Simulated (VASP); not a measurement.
Input of a VASP 6.6.1 run:

POSCAR

```
Si
1.0
    3.6780647621      0.0000000000      0.0000000000
   -1.8390323811      3.1852975207      0.0000000000
    0.0000000000      0.0000000000      5.8260122402
Si
4
Direct
    0.3333333333      0.6666666667      0.0630095000
    0.6666666667      0.3333333333      0.5630095000
    0.3333333333      0.6666666667      0.4369905000
    0.6666666667      0.3333333333      0.9369905000
```

Contents of INCAR.step1:

```
SYSTEM = Si
  ALGO = Normal
  EDIFF = 1E-4
  ENCUT = 520
  GGA = PE
  ISMEAR = 0
  LASPH = .TRUE.
  LCHARG = .FALSE.
  LREAL = .FALSE.
  LWAVE = .TRUE.
  NBANDS = 16
  NELM = 60
  PREC = Accurate
  SIGMA = 0.05
```

The input INCAR.step2:

```
SYSTEM = Si
  ALGO = Normal
  EDIFF = 1E-6
  ENCUT = 520
  ISIF = 2
  ISMEAR = 0
  ISTART = 1
  LASPH = .TRUE.
  LCHARG = .FALSE.
  LMIXTAU = .TRUE.
  LREAL = .FALSE.
  LWAVE = .FALSE.
  METAGGA = R2SCAN
  NBANDS = 16
  NELM = 60
  PREC = Accurate
  SIGMA = 0.05
```

File KPOINTS:

```
k-points
0
G
  12 12 6
  0 0 0
```

Potentials or basis: VASP PAW PBE potentials, release 64 (Si).

Command:

```console
$ cat potpaw_PBE.64/Si/POTCAR > POTCAR
$ cp INCAR.step1 INCAR
$ mpirun -np 1 vasp_std > vasp.out
$ cp INCAR.step2 INCAR
$ mpirun -np 1 vasp_std > vasp.out
```

Question: What does it give for the largest force?

Answer: 0.866 eV/Å.

Question: Predict the band gap on the k mesh.

Answer: Zero (bands 8 and 9 overlap by 0.03 eV).

Question: Predict the pressure.

Answer: 22.9 GPa.

Forces in eV/Å, atoms in the order of the input:
```
Si   0.000  0.000 -0.866
Si   0.000  0.000 -0.866
Si   0.000  0.000  0.866
Si   0.000  0.000  0.866
```

Caveat: the cell differs from its parent crystal (strain -0.040 along x and y, -0.080 along z); the stress differs along the axes, from 17 to 34 GPa; semilocal functionals underestimate gaps, and a narrow one can read as zero; the PAW data sets were made with another functional, which shifts forces and pressure a little.
